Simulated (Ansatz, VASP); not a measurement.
**Two plane-wave programs on Ni**

File INCAR:

```
  ALGO = Normal
  EDIFF = 1E-6
  ENCUT = 520
  GGA = CA
  ISIF = 2
  ISMEAR = -1
  LASPH = True
  LCHARG = False
  LREAL = False
  LWAVE = False
  NBANDS = 22
  NELM = 60
  PREC = Accurate
  SIGMA = 0.1
```

File KPOINTS:

```
k-points
0
Gamma
  11 11 15
```

Contents of POSCAR:

```
Ni
1.0
    3.9387598233      0.0000000000      0.0000000000
   -1.9693799117      3.4110660664      0.0000000000
    0.0000000000      0.0000000000      2.3670024099
Ni
3
Direct
    1.0000000000      0.0000000000      0.0000000000
    0.3333333333      0.6666666667      0.5000000000
    0.6666666667      0.3333333333      0.5000000000
```

Input for Ansatz:

```yaml
crystal:
  lattice:
    - [3.9387598233, 0.0, 0.0]
    - [-1.9693799117, 3.4110660664, 0.0]
    - [0.0, 0.0, 2.3670024099]
  atoms:
    - { symbol: Ni, position: [1.0, 0.0, 0.0] }
    - { symbol: Ni, position: [0.3333333333, 0.6666666667, 0.5] }
    - { symbol: Ni, position: [0.6666666667, 0.3333333333, 0.5] }
hamiltonian:
  xc: lda
  pseudopotentials:
    kind: paw
    azcp:
      Ni: "pseudopotentials/Ni.paw.azcp"
basis:
  ecutwfc: 420
  fft_grid_basis: typed
kpoints:
  mp_grid: { grid: [11, 11, 15], shift: [0, 0, 0] }
magnetization:
  spin_polarized: false
scf:
  occupations: { method: fermi_dirac, width: 0.1 }
  lower_state_search: "off"
output:
  stress: true
```

Alike in both runs: task single point; functional LDA; k mesh 11 × 11 × 15; occupations fermi-dirac, width 0.1 eV; no spin polarisation.

|  | VASP | Ansatz |
| --- | --- | --- |
| version | VASP 6.6.1 | Ansatz 0.2.0 |
| potentials or method | VASP PAW LDA potentials, release 64 (Ni), cutoff 520 eV | plane waves (420 eV) with PAW, scalar-relativistic |
| valence electrons in the cell | 30 | 54 |

```csv
,VASP,Ansatz,Ansatz less VASP
pressure (GPa),-8.8,-8.8,-0.02
"traceless stress, the component that is largest in VASP (GPa)",-0.02,0.05,+0.068
```

Ansatz warns that its potentials were made for another functional, while VASP's fit it. LDA's correlation is that of Perdew and Zunger in VASP and of Perdew and Wang (1992) in Ansatz. VASP's potentials hold 30 valence electrons a cell and Ansatz's 54, so a difference there can come from the potentials and not from the codes.
